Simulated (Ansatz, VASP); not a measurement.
## Two plane-wave programs on MoS

INCAR

```
SYSTEM = MoS
ALGO     = Normal         ! electronic algorithm
EDIFF    = 1E-6           ! SCF threshold, eV
EDIFFG   = -0.05          ! ionic threshold
ENCUT    = 600            ! plane-wave cutoff, eV
GGA      = PS             ! functional
IBRION   = 2              ! ionic algorithm
ISIF     = 3              ! what is computed and relaxed
ISMEAR   = 0              ! smearing method
ISPIN    = 2              ! spin polarisation
LASPH    = .True.         ! aspherical terms in the spheres
LCHARG   = .False.        ! write CHGCAR
LMAXMIX  = 4              ! l up to which the mixer works
LORBIT   = 11             ! projections on sites
LREAL    = .False.        ! projectors in reciprocal space
LWAVE    = .False.        ! write WAVECAR
MAGMOM   = 0.09 0.09 0.01 0.01 ! initial moments
NELM     = 150            ! most SCF steps
NSW      = 100            ! ionic steps
PREC     = Accurate       ! precision mode
SIGMA    = 0.1            ! smearing width, eV
```

KPOINTS

```
k-points
0
Gamma
  6 6 4
  0 0 0
```

POSCAR

```
MoS
1.0
    3.4399428711      0.0000000000      0.0000000000
   -1.7199714355      2.9790779139      0.0000000000
    0.0000000000      0.0000000000      5.3319114501
Mo S
2 2
Direct
    0.0000000000      0.0000000000      0.0000000000
    0.0000000000      0.0000000000      0.5000000000
    0.3333333333      0.6666666667      0.2500000000
    0.6666666667      0.3333333333      0.7500000000
```

Input for Ansatz:

```yaml
crystal:
  lattice:
    - [3.4399428711, 0.0, 0.0]
    - [-1.7199714355, 2.9790779139, 0.0]
    - [0.0, 0.0, 5.3319114501]
  atoms:
    - { symbol: Mo, position: [0.0, 0.0, 0.0], spin: 0.09 }
    - { symbol: Mo, position: [0.0, 0.0, 0.5], spin: 0.09 }
    - { symbol: S, position: [0.3333333333, 0.6666666667, 0.25], spin: 0.01 }
    - { symbol: S, position: [0.6666666667, 0.3333333333, 0.75], spin: 0.01 }
basis:
  ecutwfc: 420
kpoints:
  mp_grid: { grid: [6, 6, 4] }
hamiltonian:
  xc: pbesol
scf:
  occupations: { method: gaussian, width: 0.1 }
output:
  forces: true
  stress: true
  eigenvalues: true
  populations: true
magnetization:
  spin_polarized: true
relax:
  adjacent_minimum: "off"
  f_tol: 0.05
  max_steps: 80
  cell: { stress_tol: 0.5 }
```

Alike in both runs: task relaxation of cell and atoms; functional PBEsol; k mesh 6 × 6 × 4; occupations gaussian, width 0.1 eV; collinear spin.

|  | VASP | Ansatz |
| --- | --- | --- |
| version | VASP 6.6.1 | Ansatz 0.2.0 |
| potentials or method | VASP PAW PBE potentials, release 64 (Mo_sv, S), cutoff 600 eV | scalar-relativistic, plane waves, PAW |
| valence electrons in the cell | 40 | 40 |

|  | VASP | Ansatz | Ansatz less VASP |
| --- | --- | --- | --- |
| gap on the k mesh at the Fermi level, each at its own relaxed structure (eV) | none | none | - |
| net moment per atom (μB) | 0.00 | 0.00 | 0.000 |
| relaxed volume (Å³/atom) | 14.16 | 14.15 | -0.005 |
| relaxed cell length with the largest relative difference (Å) | 6.322 | 6.279 | -0.0431 |

VASP's potentials were made for PBE, not for PBEsol. A gap of «none» marks a metal or a gap that the smearing closes. Ansatz's warnings: seeded moment not kept.
